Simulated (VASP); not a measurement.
# CdF2 (R-3m) in VASP: further runs, part 2 of 2

VASP 6.6.1. The steps go on from the part before.

## 5. Single point, PBE

This run uses another cell than the first one, of the same volume but with other edges.

INCAR

```
SYSTEM = CdF2
PREC     = Accurate       ! precision mode
ENCUT    = 520            ! plane-wave cutoff, eV
EDIFF    = 1E-6           ! SCF threshold, eV
ISMEAR   = 0              ! smearing method
SIGMA    = 0.05           ! smearing width, eV
LREAL    = .FALSE.        ! projectors in reciprocal space
LASPH    = .TRUE.         ! aspherical terms in the spheres
NELM     = 60             ! most SCF steps
ALGO     = Normal         ! electronic algorithm
ISIF     = 2              ! what is computed and relaxed
LWAVE    = .FALSE.        ! write WAVECAR
LCHARG   = .TRUE.         ! write CHGCAR
GGA      = PE             ! functional
LELF     = .TRUE.         ! ELF
LVHAR    = .TRUE.       
NBANDS   = 20             ! bands
```

KPOINTS

```
regular mesh
0
G
  8 8 8
  0 0 0
```

POSCAR

```
CdF2
1.0
    0.6566750031      3.0591445268      3.0591445268
    3.0591445268      0.6566750031      3.0591445268
    3.0591445268      3.0591445268      0.6566750031
Cd F
1 2
Direct
    0.0000000000      0.0000000000      0.0000000000
    0.2500000000      0.2500000000      0.2500000000
    0.7500000000      0.7500000000      0.7500000000
```

Potentials or basis: VASP PAW PBE potentials, release 64 (Cd, F).

Command:

```console
> cat potpaw_PBE.64/Cd/POTCAR potpaw_PBE.64/F/POTCAR > POTCAR
> mpirun -np 1 vasp_std > vasp.out
```

OUTCAR:

```text
SYSTEM = CdF2
   PREC = Accurate
   ENCUT = 520
   EDIFF = 1E-6
   ISMEAR = 0
   LREAL = .FALSE.
   LASPH = .TRUE.
   NELM = 60
   ISIF = 2
   GGA = PE

 ion  position               nearest neighbor table
   1  0.000  0.000  0.000-   3 2.19   3 2.19   3 2.19   2 2.19   2 2.19   2 2.19
   2  0.250  0.250  0.250-   1 2.19   1 2.19   1 2.19
   3  0.750  0.750  0.750-   1 2.19   1 2.19   1 2.19

  LATTYP: Found a trigonal (rhomboedric) cell.
 ALAT       =     4.3758373520
 COS(alpha) =     0.6985651702

  Lattice vectors:

 A1 = (   0.6566750031,   3.0591445268,   3.0591445268)
 A2 = (   3.0591445268,   0.6566750031,   3.0591445268)
 A3 = (   3.0591445268,   3.0591445268,   0.6566750031)

Analysis of symmetry for initial positions (statically):
=====================================================================
 Subroutine PRICEL returns:
 Original cell was already a primitive cell.

 Routine SETGRP: Setting up the symmetry group for a
 trigonal (rhombohedral) supercell.

 Subroutine GETGRP returns: Found 12 space group operations
 (whereof 12 operations were pure point group operations)
 out of a pool of 12 trial point group operations.

The static configuration has the point symmetry D_3d.

Analysis of symmetry for dynamics (positions and initial velocities):
=====================================================================
 Subroutine PRICEL returns:
 Original cell was already a primitive cell.

 Routine SETGRP: Setting up the symmetry group for a
 trigonal (rhombohedral) supercell.

 Subroutine GETGRP returns: Found 12 space group operations
 (whereof 12 operations were pure point group operations)
 out of a pool of 12 trial point group operations.

The dynamic configuration has the point symmetry D_3d.

 Subroutine INISYM returns: Found 12 space group operations
 (whereof 12 operations are pure point group operations),
 and found     1 'primitive' translations

----------------------------------------------------------------------------------------

                                     Primitive cell

  volume of cell :      39.1041

  direct lattice vectors                    reciprocal lattice vectors
     0.656675003  3.059144527  3.059144527    -0.228291494  0.187946877  0.187946877
     3.059144527  0.656675003  3.059144527     0.187946877 -0.228291494  0.187946877
     3.059144527  3.059144527  0.656675003     0.187946877  0.187946877 -0.228291494

  length of vectors
     4.375837352  4.375837352  4.375837352     0.350378457  0.350378457  0.350378457

  position of ions in fractional coordinates (direct lattice)
     0.000000000  0.000000000  0.000000000
     0.250000000  0.250000000  0.250000000
     0.750000000  0.750000000  0.750000000

  ion indices of the primitive-cell ions
   primitive index   ion index
                 1           1
                 2           2
                 3           3

----------------------------------------------------------------------------------------

 KPOINTS: regular mesh

Automatic generation of k-mesh.
 Grid dimensions read from file:
 generate k-points for:    8    8    8

 Generating k-lattice:

  Cartesian coordinates                     Fractional coordinates (reciprocal lattice)
    -0.028536437  0.023493360  0.023493360     0.125000000  0.000000000  0.000000000
     0.023493360 -0.028536437  0.023493360     0.000000000  0.125000000  0.000000000
     0.023493360  0.023493360 -0.028536437     0.000000000  0.000000000  0.125000000

  Length of vectors
     0.043797307  0.043797307  0.043797307

  Shift w.r.t. Gamma in fractional coordinates (k-lattice)
     0.000000000  0.000000000  0.000000000

 Subroutine IBZKPT returns following result:
 ===========================================

 Found     65 irreducible k-points:

 Following reciprocal coordinates:
            Coordinates               Weight
  0.000000  0.000000  0.000000      1.000000
  0.125000  0.000000  0.000000      6.000000
  0.250000  0.000000  0.000000      6.000000
  0.375000 -0.000000 -0.000000      6.000000
  0.500000  0.000000  0.000000      3.000000
  0.125000  0.125000 -0.000000      6.000000
[... 16 lines left out ...]
  0.250000  0.125000  0.125000      6.000000
  0.375000  0.125000  0.125000      6.000000
 [... further k-points ...]
   k-points           NKPTS =     65   k-points in BZ     NKDIM =     65   number of bands    NBANDS=     20
   number of dos      NEDOS =    301   number of ions     NIONS =      3
   total plane-waves  NPLWV =  46656
   dimension x,y,z NGX =    36 NGY =   36 NGZ =   36
   dimension x,y,z NGXF=    72 NGYF=   72 NGZF=   72
   ions per type =               1   2
   NGX,Y,Z   is equivalent  to a cutoff of  13.68, 13.68, 13.68 a.u.
   NGXF,Y,Z  is equivalent  to a cutoff of  27.35, 27.35, 27.35 a.u.
 SYSTEM =  CdF2
   PREC   = accura    normal or accurate (medium, high low for compatibility)
   ISTART =      0    job   : 0-new  1-cont  2-samecut
   ICHARG =      2    charge: 1-file 2-atom 10-const
   ISPIN  =      1    spin polarized calculation?
   LNONCOLLINEAR =      F non collinear calculations
   LSORBIT =      F    spin-orbit coupling
   LASPH  =      T    aspherical Exc in radial PAW
   ENCUT  =  520.0 eV  38.22 Ry    6.18 a.u.   8.14  8.14  8.14*2*pi/ulx,y,z
   NELM   =     60;   NELMIN=  2; NELMDL= -5     # of ELM steps
   EDIFF  = 0.1E-05   stopping-criterion for ELM
   LREAL  =      F    real-space projection
   EDIFFG = 0.1E-04   stopping-criterion for IOM
   NSW    =      0    number of steps for IOM
   IBRION =     -1    ionic relax: 0-MD 1-quasi-New 2-CG
   NFREE  =      0    steps in history (QN), initial steepest desc. (CG)
   ISIF   =      2    stress and relaxation
   ISYM   =      2    0-nonsym 1-usesym 2-fastsym
   POTIM  = 0.5000    time-step for ionic-motion
   TEBEG  =    0.0;   TEEND  =   0.0 temperature during run
   PSTRESS=    0.0 pullay stress
   NELECT =      26.0000    total number of electrons
   NUPDOWN=      -1.0000    fix difference up-down
   EMIN   =  10.00;   EMAX   =-10.00  energy-range for DOS
   EFERMI =   0.00;   METHOD = LEGACY
   ISMEAR =     0;   SIGMA  =   0.05  broadening in eV -4-tet -1-fermi 0-gaus
   EFERMI_NEDOS =   21; number of points for ismear=-14 and -15
   IALGO  =     38    algorithm
   IMIX   =      4    mixing-type and parameters
     AMIX     =   0.40;   BMIX     =  1.00
     AMIX_MAG =   1.60;   BMIX_MAG =  1.00
  volume/ion in A,a.u.               =      13.03        87.96
  Fermi-wavevector in a.u.,A,eV,Ry     =   1.428867  2.700166 27.778468  2.041660
  Thomas-Fermi vector in A             =   2.548882
   LORBIT       =      0    0 simple, 1 ext, 2 COOP (PROOUT), +10 PAW based schemes
   GGA     = PE    functional components
   LHFCALC =     F    Hartree Fock is set to
   AEXX    =    0.0000 exact exchange contribution
   IVDW    =     0    specifies the selected vdW correction
   LEPSILON=     F    determine dielectric tensor
   LRPA    =     F    only Hartree local field effects (RPA)
 non-spin polarized calculation
 Gauss-broadening in eV      SIGMA  =   0.05
  energy-cutoff  :      520.00
  volume of cell :       39.10
 maximum number of plane-waves:      1069
 NGX is ok and might be reduce to    36

 number of electron      26.0000005 magnetization

 Free energy of the ion-electron system (eV)
  ---------------------------------------------------
  ext. energy  EPLUGINS =         0.00000000
  ---------------------------------------------------
  free energy    TOTEN  =       -10.46106887 eV

  energy without entropy =      -10.46106887  energy(sigma->0) =      -10.46106887

 E-fermi :  -0.9418     XC(G=0): -10.3494

 val. band max:       -1.1916695037   @ k =   0.5000   0.5000   0.5000
 cond. band min:       2.1120171321   @ k =   0.0000   0.0000   0.0000
 fundamental gap:      3.3036866358
 Fermi energy:        -0.9418214486

 k-point     1 :       0.0000    0.0000    0.0000
  band No.  band energies     occupation
      1     -22.3949      2.00000
      2     -21.4625      2.00000
      3      -7.2052      2.00000
      4      -7.2052      2.00000
      5      -6.9924      2.00000
      6      -5.6975      2.00000
[... 12 lines left out ...]
     19      19.5822      0.00000
[... 513 lines left out ...]
      4      -6.8881      2.00000
      5      -6.2713      2.00000
      6      -5.8998      2.00000
[... 12 lines left out ...]
     19      16.4426      0.00000
     20      18.8826      0.00000

 [... further k-points ...]

------------------------ aborting loop because EDIFF is reached ----------------------------------------

  FORCE on cell =-STRESS in cart. coord.  units (eV):
  Direction    XX          YY          ZZ          XY          YZ          ZX
  --------------------------------------------------------------------------------------
  -------------------------------------------------------------------------------------
  Total        4.1322479      4.1322479      4.1322479     -1.0309110     -1.0309110     -1.0309110
  in kB      169.3067127    169.3067127    169.3067127    -42.2385493    -42.2385493    -42.2385493
  external PRESSURE =     169.3067127 kB  Pullay stress =       0.0000000 kB

 VOLUME and BASIS-vectors are now :
 -----------------------------------------------------------------------------
  energy-cutoff  :      520.00
  volume of cell :       39.10
      direct lattice vectors                 reciprocal lattice vectors
     0.656675003  3.059144527  3.059144527    -0.228291494  0.187946877  0.187946877
     3.059144527  0.656675003  3.059144527     0.187946877 -0.228291494  0.187946877
     3.059144527  3.059144527  0.656675003     0.187946877  0.187946877 -0.228291494

 POSITION                                       TOTAL-FORCE (eV/Angst)
 -----------------------------------------------------------------------------------
      0.00000      0.00000      0.00000         0.000000     -0.000000     -0.000000
      1.69374      1.69374      1.69374        -0.423911     -0.423911     -0.423911
      5.08122      5.08122      5.08122         0.423911      0.423911      0.423911
 -----------------------------------------------------------------------------------
    total drift:                                0.000000      0.000000      0.000000

  FREE ENERGIE OF THE ION-ELECTRON SYSTEM (eV)
  ---------------------------------------------------
  free  energy   TOTEN  =       -10.4610688656 eV

  energy  without entropy=      -10.4610688656  energy(sigma->0) =      -10.46106887
```

Run time: 51 s. Hardware: 1 thread of Intel Xeon Platinum 8488C (Sapphire Rapids), shared host; peak memory 0.22 GiB.

What came out:

- Free energy: -10.4611 eV
- Pressure: 16.9 GPa
- Largest force: 0.734 eV/Å
- Band gap on the k mesh: 3.30 eV (least direct gap 3.45 eV)

Forces on the atoms (eV/Å):
```
Cd   0.000  0.000  0.000
F   -0.424 -0.424 -0.424
F    0.424  0.424  0.424
```

Stress tensor (GPa, compression positive):
```
16.93 -4.22 -4.22
-4.22 16.93 -4.22
-4.22 -4.22 16.93
```

Caveat: the cell stands under pressure. A k mesh can miss the band edges.

## 6. Single point, PBE

INCAR

```
SYSTEM = CdF2
PREC = Accurate ; ENCUT = 520
EDIFF = 1E-6 ; ISMEAR = 0
SIGMA = 0.05 ; LREAL = .FALSE.
LASPH = .TRUE. ; NELM = 80
ALGO = Normal ; ISIF = 2
LWAVE = .FALSE. ; LCHARG = .FALSE.
GGA = PE ; NBANDS = 20
```

KPOINTS

```
Automatic mesh
0
G
  8 8 8
  0 0 0
```

POSCAR

```
CdF2
1.0
   -0.8517573833      2.3423328041      2.3423328041
    2.3423328041     -0.8517573833      2.3423328041
    2.3423328041      2.3423328041     -0.8517573833
Cd F
1 2
Direct
    0.0000000000      0.0000000000      0.0000000000
    0.2500000000      0.2500000000      0.2500000000
    0.7500000000      0.7500000000      0.7500000000
```

Potentials or basis: VASP PAW PBE potentials, release 64 (Cd, F).

Command:

```console
> cat potpaw_PBE.64/Cd/POTCAR potpaw_PBE.64/F/POTCAR > POTCAR
> mpirun -np 1 vasp_std > vasp.out
```

Wall time 27 s (1 thread of Intel Xeon Platinum 8488C (Sapphire Rapids), shared host); peak memory 0.18 GiB.

The run converged. Its results:

```yaml
Free_energy: -5.9437 eV
Pressure: 75.1 GPa
Largest_force: 14.650 eV/Å
Band_gap_on_the_k_mesh: 4.73 eV (least direct gap 5.47 eV)
```

Forces on the atoms (eV/Å):
```
Cd   0.000  0.000  0.000
F    8.458  8.458  8.458
F   -8.458 -8.458 -8.458
```

Stress tensor (GPa, compression positive):
```
75.11 66.21 66.21
66.21 75.11 66.21
66.21 66.21 75.11
```

Levels at points of the mesh, in eV from the valence-band top:
| k point | band 10 | band 11 | band 12 | band 13 | band 14 | band 15 | band 16 | band 17 |
| --- | --- | --- | --- | --- | --- | --- | --- | --- |
| (0.00, 0.00, 0.00) | -2.33 | -1.30 | -1.30 | -0.74 | 4.73 | 9.92 | 9.92 | 18.27 |
| (0.50, 0.00, 0.00) | -2.94 | -2.46 | -0.83 | 0.00 | 7.82 | 7.98 | 12.00 | 16.28 |
| (0.50, 0.50, 0.00) | -2.58 | -2.55 | -0.99 | -0.01 | 8.45 | 9.71 | 10.61 | 12.01 |
| (0.50, 0.50, 0.50) | -3.76 | -1.51 | -1.51 | -1.40 | 10.63 | 10.91 | 11.02 | 11.02 |

Caveat: the cell stands under pressure; forces of over 1 eV/Å act on the atoms, so gaps and moduli don't describe the material at rest. A k mesh can miss the band edges.

## 7. Summary

```tsv
cell	gap on the mesh (eV)	pressure (GPa)	largest force (eV/Å)
a = 3.394 Å, 3 atoms	6.11	171.0	40.29
a = 5.238 Å, angles 33.6°, 3 atoms	3.44	30.4	1.42
a = 3.494 Å, angles 75.3°, 3 atoms	3.65	31.1	4.78
a = 4.376 Å, angles 45.7°, 3 atoms	3.30	16.9	0.73
a = 3.420 Å, angles 82.7°, 3 atoms	4.73	75.1	14.65
```

Alike in all rows: task single point; level PBE; potentials or basis VASP PAW PBE potentials, release 64 (Cd, F); no spin polarisation; k mesh 8 × 8 × 8; cutoff (eV) 520; smearing gaussian 0.05 eV.

Caveats: the cell stands under pressure; forces of over 1 eV/Å act on the atoms, so gaps and moduli don't describe the material at rest (at least some runs).

Absolute energies hang on the potentials; compare differences alone.
